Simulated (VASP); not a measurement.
Set up this calculation in VASP 6.6.1, as the native input.

```yaml
Task: single point
Functional: PBE
Potentials_or_basis: VASP PAW PBE potentials, release 64 (Ti_sv, Al)
Cutoff: 520 eV
k_mesh: 4 × 4 × 4, shifted
Occupations: gaussian, width 0.1 eV
Spin: no spin polarisation
Dipole_correction: no
Further_INCAR_settings: LREAL = Auto; ALGO = Normal; EDIFF = 1e-06; NBANDS = 80
```

The structure of Ti9Al8 (a cell with a defect) lies in POSCAR:

```
Ti9Al8
1.0
    5.6432814777      0.0000000000      4.0782742132
    0.0000000000     -5.6432814777     -4.0782742132
    0.0000000000      5.6432814777     -4.0782742132
Ti Al
9 8
Direct
    0.2599248338      0.5304494655      0.2705101012
    0.2599338711      0.2705225177      0.5304500095
    0.2713651633      0.7263919493     -0.0022509540
    0.2713531136     -0.0022528600      0.7263744495
    0.7400561210      0.2705179531      0.0105849680
    0.7286390049      0.4550187129      0.7263858255
    0.7400635635      0.0105827612      0.2705231888
    0.7286230567      0.7263736325      0.4550152029
   -0.0000001772      0.8145649779      0.8145562950
    0.5296126043      0.7625818541      0.7625795504
    0.4999943758      0.4986125855     -0.0013924224
    0.4999968566     -0.0013918146      0.4986105353
    0.4703754386      0.2329642638      0.2329644410
   -0.0000037212      0.4913743675      0.4913743675
   -0.0000065565      0.7625818809      0.2329618341
   -0.0000042528      0.2329636133      0.7625811793
   -0.0000111637      0.0983851711      0.0983864115
```

These files were run (other wordings do the same):

INCAR

```
SYSTEM = Ti9Al8
PREC     = Accurate       ! precision mode
ENCUT    = 520            ! plane-wave cutoff, eV
EDIFF    = 1E-6           ! SCF threshold, eV
ISMEAR   = 0              ! smearing method
SIGMA    = 0.1            ! smearing width, eV
LREAL    = Auto         
LASPH    = .TRUE.         ! aspherical terms in the spheres
NELM     = 80             ! most SCF steps
ALGO     = Normal         ! electronic algorithm
ISIF     = 2              ! what is computed and relaxed
LWAVE    = .FALSE.        ! write WAVECAR
LCHARG   = .TRUE.         ! write CHGCAR
GGA      = PE             ! functional
LELF     = .TRUE.         ! ELF
LVHAR    = .TRUE.       
NBANDS   = 80             ! bands
```

KPOINTS

```
Automatic mesh
0
Gamma
  4 4 4
  0.5 0.5 0.5
```

Potentials or basis: VASP PAW PBE potentials, release 64 (Ti_sv, Al).

The run is started by

```bash
$ cat potpaw_PBE.64/Ti_sv/POTCAR potpaw_PBE.64/Al/POTCAR > POTCAR
$ mpirun -np 1 vasp_std > vasp.out
```

Results of the run:

| Item | Value |
| --- | --- |
| Pressure | 11.2 GPa |
| Largest force | 0.698 eV/Å |
| Band gap on the k mesh | zero (bands 66 and 67 overlap by 0.34 eV) |

Wall time 25 min on 1 thread of Intel(R) Xeon(R) 6975P-C (Granite Rapids), with other jobs on the host, peak memory 0.63 GiB.
